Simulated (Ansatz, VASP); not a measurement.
InTe2 in VASP and in Ansatz

```
In Te
1.0
    -3.05233    3.05233    4.94267
     3.05233   -3.05233    4.94267
     3.05233    3.05233   -4.94267
In Te
2 4
Direct
  0.00000 0.00000 0.00000
  0.75000 0.25000 0.50000
  0.32206 0.32206 0.00000
  0.07206 0.57206 0.50000
  0.42794 0.92794 0.50000
  0.67794 0.67794 0.00000
```

Alike in both runs: functional PBE; k mesh 8 × 8 × 8; occupations gaussian, width 0.1 eV; no spin polarisation.

Ansatz relaxed the structure, and its values are those at the end. VASP's run is a single point on that final structure, the one shown.

|  | VASP | Ansatz |
| --- | --- | --- |
| version | VASP 6.6.1 | Ansatz 0.2.0 |
| potentials or method | VASP PAW PBE potentials, release 64 (In_d, Te), cutoff 520 eV | scalar-relativistic, plane waves, PAW |
| valence electrons in the cell | 50 | 90 |

|  | VASP | Ansatz | Ansatz less VASP |
| --- | --- | --- | --- |
| gap on the k mesh at the Fermi level (eV) | none | none | - |
| pressure (GPa) | 0.0 | 0.0 | +0.03 |
| rms of the force components (eV/Å) | 0.003 | 0.000 | -0.0032 |

A gap of «none» marks a metal or a gap that the smearing closes. The functional is the same, so the differences come from potentials, cutoffs and numerics. VASP's potentials hold 50 valence electrons a cell and Ansatz's 90, so a difference there can come from the potentials and not from the codes.

Neither program's run includes spin-orbit coupling.
